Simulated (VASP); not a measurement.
# CoW3 (P4/mmm) in VASP: a series of runs

CoW3 is run at these levels: PBE; tasks: single point.

All numbers are computed with VASP 6.6.1; they aren't measurements. Logs are shortened: lines on timing, memory, paths and dates and some standing lists are left out, and cuts for length are marked.

## (1) The cell of the first run

The structure is tetragonal, space group P4/mmm (No. 123). Conventional cell: a = 3.704 Å, b = 3.704 Å, c = 3.997 Å, α = 90.00°, β = 90.00°, γ = 90.00°. Co (site symmetry 4/mmm) has 12 W at 2.62 to 2.72 Å within 3.5 Å. W (site symmetry mmm) has 8 W at 2.62 to 2.72 Å and 4 Co at 2.72 Å within 3.5 Å. W (site symmetry 4/mmm) has 4 Co at 2.62 Å and 8 W at 2.72 Å within 3.5 Å.

## (2) Single point, PBE (strain -0.050 along x and y, +0.025 along z)

File INCAR:

```
SYSTEM = CoW3
  PREC = Accurate
  ENCUT = 520
  EDIFF = 1E-6
  ISMEAR = 0
  SIGMA = 0.15
  LREAL = .False.
  LASPH = .True.
  NELM = 100
  ALGO = Fast
  ISIF = 2
  LWAVE = .False.
  LCHARG = .False.
  GGA = PE
  NBANDS = 34
```

File KPOINTS:

```
Automatic mesh
0
Gamma
  12 12 12
  0 0 0
```

File POSCAR:

```
CoW3
1.0
    3.7042470218      0.0000000000      0.0000000000
    0.0000000000      3.7042470218      0.0000000000
    0.0000000000      0.0000000000      3.9966875762
Co W
1 3
Direct
    0.0000000000      0.0000000000      0.0000000000
    0.0000000000      0.5000000000      0.5000000000
    0.5000000000      0.0000000000      0.5000000000
    0.5000000000      0.5000000000      0.0000000000
```

Potentials or basis: VASP PAW PBE potentials, release 64 (Co, W_sv).

On the command line:

```bash
$ cat potpaw_PBE.64/Co/POTCAR potpaw_PBE.64/W_sv/POTCAR > POTCAR
$ mpirun -np 1 vasp_std > vasp.out
```

OUTCAR:

```text
SYSTEM = CoW3
   PREC = Accurate
   ENCUT = 520
   EDIFF = 1E-6
   ISMEAR = 0
   LREAL = .False.
   LASPH = .True.
   NELM = 100
   ISIF = 2
   GGA = PE

 ion  position               nearest neighbor table
   1  0.000  0.000  0.000-   4 2.62   4 2.62   4 2.62   4 2.62   3 2.72   2 2.72   3 2.72   2 2.72
                             3 2.72   2 2.72   3 2.72   2 2.72
   2  0.000  0.500  0.500-   3 2.62   3 2.62   3 2.62   3 2.62   4 2.72   1 2.72   1 2.72   1 2.72
                             4 2.72   4 2.72   4 2.72   1 2.72
   3  0.500  0.000  0.500-   2 2.62   2 2.62   2 2.62   2 2.62   4 2.72   1 2.72   4 2.72   4 2.72
                             1 2.72   4 2.72   1 2.72   1 2.72
   4  0.500  0.500  0.000-   1 2.62   1 2.62   1 2.62   1 2.62   3 2.72   2 2.72   3 2.72   3 2.72
                             3 2.72   2 2.72   2 2.72   2 2.72

  LATTYP: Found a simple tetragonal cell.
 ALAT       =     3.7042470218
 C/A-ratio  =     1.0789473684

  Lattice vectors:

 A1 = (   3.7042470218,   0.0000000000,   0.0000000000)
 A2 = (   0.0000000000,   3.7042470218,   0.0000000000)
 A3 = (   0.0000000000,   0.0000000000,   3.9966875762)

Analysis of symmetry for initial positions (statically):
=====================================================================
 Subroutine PRICEL returns:
 Original cell was already a primitive cell.

 Routine SETGRP: Setting up the symmetry group for a
 simple tetragonal supercell.

 Subroutine GETGRP returns: Found 16 space group operations
 (whereof 16 operations were pure point group operations)
 out of a pool of 16 trial point group operations.

The static configuration has the point symmetry D_4h.

Analysis of symmetry for dynamics (positions and initial velocities):
=====================================================================
 Subroutine PRICEL returns:
 Original cell was already a primitive cell.

 Routine SETGRP: Setting up the symmetry group for a
 simple tetragonal supercell.

 Subroutine GETGRP returns: Found 16 space group operations
 (whereof 16 operations were pure point group operations)
 out of a pool of 16 trial point group operations.

The dynamic configuration has the point symmetry D_4h.

 Subroutine INISYM returns: Found 16 space group operations
 (whereof 16 operations are pure point group operations),
 and found     1 'primitive' translations

----------------------------------------------------------------------------------------

                                     Primitive cell

  volume of cell :      54.8403

  direct lattice vectors                    reciprocal lattice vectors
     3.704247022  0.000000000  0.000000000     0.269960398  0.000000000  0.000000000
     0.000000000  3.704247022  0.000000000     0.000000000  0.269960398  0.000000000
     0.000000000  0.000000000  3.996687576     0.000000000  0.000000000  0.250207198

  length of vectors
     3.704247022  3.704247022  3.996687576     0.269960398  0.269960398  0.250207198

  position of ions in fractional coordinates (direct lattice)
     0.000000000  0.000000000  0.000000000
     0.000000000  0.500000000  0.500000000
     0.500000000  0.000000000  0.500000000
     0.500000000  0.500000000  0.000000000

  ion indices of the primitive-cell ions
   primitive index   ion index
                 1           1
                 2           2
                 3           3
                 4           4

----------------------------------------------------------------------------------------

 KPOINTS: Automatic mesh

Automatic generation of k-mesh.
 Grid dimensions read from file:
 generate k-points for:   12   12   12

 Generating k-lattice:

  Cartesian coordinates                     Fractional coordinates (reciprocal lattice)
     0.022496700  0.000000000  0.000000000     0.083333333  0.000000000  0.000000000
     0.000000000  0.022496700  0.000000000     0.000000000  0.083333333  0.000000000
     0.000000000  0.000000000  0.020850600     0.000000000  0.000000000  0.083333333

  Length of vectors
     0.022496700  0.022496700  0.020850600

  Shift w.r.t. Gamma in fractional coordinates (k-lattice)
     0.000000000  0.000000000  0.000000000

 Subroutine IBZKPT returns following result:
 ===========================================

 Found    196 irreducible k-points:

 Following reciprocal coordinates:
            Coordinates               Weight
  0.000000  0.000000  0.000000      1.000000
  0.083333  0.000000  0.000000      4.000000
  0.166667  0.000000  0.000000      4.000000
  0.250000  0.000000  0.000000      4.000000
  0.333333  0.000000  0.000000      4.000000
  0.416667  0.000000  0.000000      4.000000
[... 16 lines left out ...]
  0.333333  0.333333  0.000000      4.000000
  0.416667  0.333333  0.000000      8.000000
 [... further k-points ...]
   k-points           NKPTS =    196   k-points in BZ     NKDIM =    196   number of bands    NBANDS=     34
   number of dos      NEDOS =    301   number of ions     NIONS =      4
   total plane-waves  NPLWV =  23520
   dimension x,y,z NGX =    28 NGY =   28 NGZ =   30
   dimension x,y,z NGXF=    56 NGYF=   56 NGZF=   60
   ions per type =               1   3
   NGX,Y,Z   is equivalent  to a cutoff of  12.57, 12.57, 12.48 a.u.
   NGXF,Y,Z  is equivalent  to a cutoff of  25.13, 25.13, 24.96 a.u.
 SYSTEM =  CoW3
   PREC   = accura    normal or accurate (medium, high low for compatibility)
   ISTART =      0    job   : 0-new  1-cont  2-samecut
   ICHARG =      2    charge: 1-file 2-atom 10-const
   ISPIN  =      1    spin polarized calculation?
   LNONCOLLINEAR =      F non collinear calculations
   LSORBIT =      F    spin-orbit coupling
   LASPH  =      T    aspherical Exc in radial PAW
   ENCUT  =  520.0 eV  38.22 Ry    6.18 a.u.   6.89  6.89  7.43*2*pi/ulx,y,z
   NELM   =    100;   NELMIN=  2; NELMDL= -5     # of ELM steps
   EDIFF  = 0.1E-05   stopping-criterion for ELM
   LREAL  =      F    real-space projection
   EDIFFG = 0.1E-04   stopping-criterion for IOM
   NSW    =      0    number of steps for IOM
   IBRION =     -1    ionic relax: 0-MD 1-quasi-New 2-CG
   NFREE  =      0    steps in history (QN), initial steepest desc. (CG)
   ISIF   =      2    stress and relaxation
   ISYM   =      2    0-nonsym 1-usesym 2-fastsym
   POTIM  = 0.5000    time-step for ionic-motion
   TEBEG  =    0.0;   TEEND  =   0.0 temperature during run
   PSTRESS=    0.0 pullay stress
   NELECT =      51.0000    total number of electrons
   NUPDOWN=      -1.0000    fix difference up-down
   EMIN   =  10.00;   EMAX   =-10.00  energy-range for DOS
   EFERMI =   0.00;   METHOD = LEGACY
   ISMEAR =     0;   SIGMA  =   0.15  broadening in eV -4-tet -1-fermi 0-gaus
   EFERMI_NEDOS =   21; number of points for ismear=-14 and -15
   IALGO  =     68    algorithm
   IMIX   =      4    mixing-type and parameters
     AMIX     =   0.40;   BMIX     =  1.00
     AMIX_MAG =   1.60;   BMIX_MAG =  1.00
  volume/ion in A,a.u.               =      13.71        92.52
  Fermi-wavevector in a.u.,A,eV,Ry     =   1.597956  3.019699 34.741986  2.553464
  Thomas-Fermi vector in A             =   2.695481
   LORBIT       =      0    0 simple, 1 ext, 2 COOP (PROOUT), +10 PAW based schemes
   GGA     = PE    functional components
   LHFCALC =     F    Hartree Fock is set to
   AEXX    =    0.0000 exact exchange contribution
   IVDW    =     0    specifies the selected vdW correction
   LEPSILON=     F    determine dielectric tensor
   LRPA    =     F    only Hartree local field effects (RPA)
 non-spin polarized calculation
 RMM-DIIS sequential band-by-band and
 Gauss-broadening in eV      SIGMA  =   0.15
  energy-cutoff  :      520.00
  volume of cell :       54.84
 maximum number of plane-waves:      1508
 NGX is ok and might be reduce to    28
   NGX = 13   NGY = 13   NGZ = 15

 number of electron      50.9999985 magnetization

 Free energy of the ion-electron system (eV)
  ---------------------------------------------------
  ext. energy  EPLUGINS =         0.00000000
  ---------------------------------------------------
  free energy    TOTEN  =       -44.48266057 eV

  energy without entropy =      -44.43352825  energy(sigma->0) =      -44.45809441

 E-fermi :  11.7133     XC(G=0): -13.9463

 val. band max:       11.7131424789   @ k =   0.2500   0.2500   0.4167
 cond. band min:      11.7145022876   @ k =   0.5000   0.5000   0.3333
 fundamental gap:      0.0013598087
 Fermi energy:        11.7132611584

 k-point     1 :       0.0000    0.0000    0.0000
  band No.  band energies     occupation
      1     -61.9331      2.00000
      2     -61.7449      2.00000
      3     -61.6078      2.00000
      4     -26.7872      2.00000
      5     -26.7860      2.00000
      6     -26.7860      2.00000
[... 26 lines left out ...]
     33      17.9694      0.00000
     34      18.5115      0.00000

 k-point     2 :       0.0833    0.0000    0.0000
  band No.  band energies     occupation
      1     -61.9303      2.00000
      2     -61.7441      2.00000
      3     -61.6113      2.00000
      4     -26.7746      2.00000
      5     -26.7705      2.00000
      6     -26.7670      2.00000
[... 26 lines left out ...]
     33      17.7728      0.00000
     34      18.4874      0.00000

 k-point     3 :       0.1667    0.0000    0.0000
  band No.  band energies     occupation
      1     -61.9224      2.00000
      2     -61.7416      2.00000
      3     -61.6214      2.00000
      4     -26.7384      2.00000
      5     -26.7256      2.00000
      6     -26.7108      2.00000
[... 26 lines left out ...]
     33      17.2403      0.00000
     34      18.7025      0.00000
[... 704 lines left out ...]
 k-point    23 :       0.3333    0.3333    0.0000
  band No.  band energies     occupation
      1     -61.8769      2.00000
      2     -61.7217      2.00000
      3     -61.6848      2.00000
      4     -26.8045      2.00000
      5     -26.4929      2.00000
      6     -26.4313      2.00000
[... 26 lines left out ...]
     33      16.0046      0.00000
     34      16.6152      0.00000

 k-point    24 :       0.4167    0.3333    0.0000
  band No.  band energies     occupation
      1     -61.8708      2.00000
      2     -61.7161      2.00000
      3     -61.6962      2.00000
      4     -26.7888      2.00000
      5     -26.6145      2.00000
      6     -26.3605      2.00000
[... 26 lines left out ...]
     33      15.6925      0.00000
     34      16.4335      0.00000

 [... further k-points ...]

------------------------ aborting loop because EDIFF is reached ----------------------------------------

  FORCE on cell =-STRESS in cart. coord.  units (eV):
  Direction    XX          YY          ZZ          XY          YZ          ZX
  --------------------------------------------------------------------------------------
  -------------------------------------------------------------------------------------
  Total        9.6107589      9.6107589      7.9043650      0.0000000      0.0000000      0.0000000
  in kB      280.7813034    280.7813034    230.9284764      0.0000000      0.0000000      0.0000000
  external PRESSURE =     264.1636944 kB  Pullay stress =       0.0000000 kB

 VOLUME and BASIS-vectors are now :
 -----------------------------------------------------------------------------
  energy-cutoff  :      520.00
  volume of cell :       54.84
      direct lattice vectors                 reciprocal lattice vectors
     3.704247022  0.000000000  0.000000000     0.269960398  0.000000000  0.000000000
     0.000000000  3.704247022  0.000000000     0.000000000  0.269960398  0.000000000
     0.000000000  0.000000000  3.996687576     0.000000000  0.000000000  0.250207198

 POSITION                                       TOTAL-FORCE (eV/Angst)
 -----------------------------------------------------------------------------------
      0.00000      0.00000      0.00000         0.000000      0.000000      0.000000
      0.00000      1.85212      1.99834         0.000000      0.000000      0.000000
      1.85212      0.00000      1.99834         0.000000      0.000000      0.000000
      1.85212      1.85212      0.00000         0.000000      0.000000      0.000000
 -----------------------------------------------------------------------------------
    total drift:                                0.000000      0.000000      0.000000

  FREE ENERGIE OF THE ION-ELECTRON SYSTEM (eV)
  ---------------------------------------------------
  free  energy   TOTEN  =       -44.4826605672 eV

  energy  without entropy=      -44.4335282535  energy(sigma->0) =      -44.45809441
```

Run time: 7.4 min. Hardware: 1 thread of AMD EPYC 7R43 (Zen 3), shared host; peak memory 0.36 GiB.

What came out:

```
Free energy            : -44.4827 eV
Pressure               : 26.4 GPa
Band gap on the k mesh : zero (an odd number of electrons rules out a gap without spin polarisation)
```

Levels at points of the mesh, in eV from the Fermi level:
```tsv
k point	band 21	band 22	band 23	band 24	band 25	band 26	band 27	band 28	band 29	band 30
(0.00, 0.00, 0.00)	-0.95	-0.95	0.08	0.67	2.34	3.07	3.07	3.32	3.86	3.89
(0.50, 0.00, 0.00)	-2.30	-1.93	-1.04	0.10	0.16	0.42	0.84	0.97	1.58	1.85
(0.50, 0.50, 0.00)	-2.26	-2.26	-2.22	-1.93	-1.02	0.69	0.69	1.25	1.25	1.38
(0.00, 0.00, 0.50)	-2.12	-2.12	-1.39	-0.74	0.20	0.45	0.45	1.24	1.71	2.38
(0.50, 0.00, 0.50)	-2.08	-2.07	-2.04	-2.03	-1.05	0.51	0.53	0.96	1.03	1.07
(0.50, 0.50, 0.50)	-1.33	-0.82	-0.82	-0.26	0.56	0.56	0.67	1.45	2.50	2.50
```

Caveat: the cell differs from its parent crystal (strain -0.050 along x and y, +0.025 along z); the cell stands under pressure; spin-orbit coupling is left out, which moves the levels of the heavy elements; the run has no spin polarisation, though such a crystal can be magnetic. Spin polarisation is off, so any magnetic state and its effect on volume and gap are missing.

## (3) Single point, PBE (strain -0.050 along x and y, +0.050 along z)

File INCAR:

```
PREC = Accurate
ENCUT = 520
EDIFF = 1E-6
ISMEAR = 0
SIGMA = 0.15
LREAL = F
LASPH = T
NELM = 60
ALGO = Fast
ISIF = 2
LWAVE = F
LCHARG = F
GGA = PE
NBANDS = 34
```

File KPOINTS:

```
regular mesh
0
Gamma
  12 12 12
```

Edit POSCAR of step 2 so:

```diff
@@ -4,3 +4,3 @@
     0.0000000000      3.7042470218      0.0000000000
-    0.0000000000      0.0000000000      3.9966875762
+    0.0000000000      0.0000000000      4.0941677610
 Co W
```

Potentials or basis: VASP PAW PBE potentials, release 64 (Co, W_sv).

On the command line:

```bash
$ cat potpaw_PBE.64/Co/POTCAR potpaw_PBE.64/W_sv/POTCAR > POTCAR
$ mpirun -np 1 vasp_std > vasp.out
```

It took 7.7 min on 1 thread of AMD EPYC 7R43 (Zen 3), shared host; peak memory 0.36 GiB.

The run converged. Its results:

| Property | Result |
| --- | --- |
| Free energy | -44.6366 eV |
| Pressure | 18.0 GPa |
| Band gap on the k mesh | zero (an odd number of electrons rules out a gap without spin polarisation) |

Stress tensor (GPa, compression positive):
```
20.19  0.00  0.00
 0.00 20.19  0.00
 0.00  0.00 13.58
```

Levels at points of the mesh, in eV from the Fermi level:
| k point | band 23 | band 24 | band 25 | band 26 | band 27 | band 28 |
| --- | --- | --- | --- | --- | --- | --- |
| (0.00, 0.00, 0.00) | -0.07 | 0.70 | 1.92 | 2.92 | 2.92 | 3.26 |
| (0.50, 0.00, 0.00) | -0.99 | 0.03 | 0.10 | 0.50 | 0.74 | 1.00 |
| (0.50, 0.50, 0.00) | -2.16 | -1.87 | -0.99 | 0.69 | 0.69 | 1.29 |
| (0.00, 0.00, 0.50) | -1.44 | -0.96 | 0.09 | 0.48 | 0.48 | 1.24 |
| (0.50, 0.00, 0.50) | -1.98 | -1.95 | -1.02 | 0.45 | 0.48 | 0.95 |
| (0.50, 0.50, 0.50) | -0.68 | -0.05 | 0.48 | 0.48 | 0.63 | 1.32 |

Caveat: the cell differs from its parent crystal (strain -0.050 along x and y, +0.050 along z); the stress differs along the axes, from 14 to 20 GPa; spin-orbit coupling is left out, which moves the levels of the heavy elements; the run has no spin polarisation, though such a crystal can be magnetic. Spin polarisation is off, so any magnetic state and its effect on volume and gap are missing.
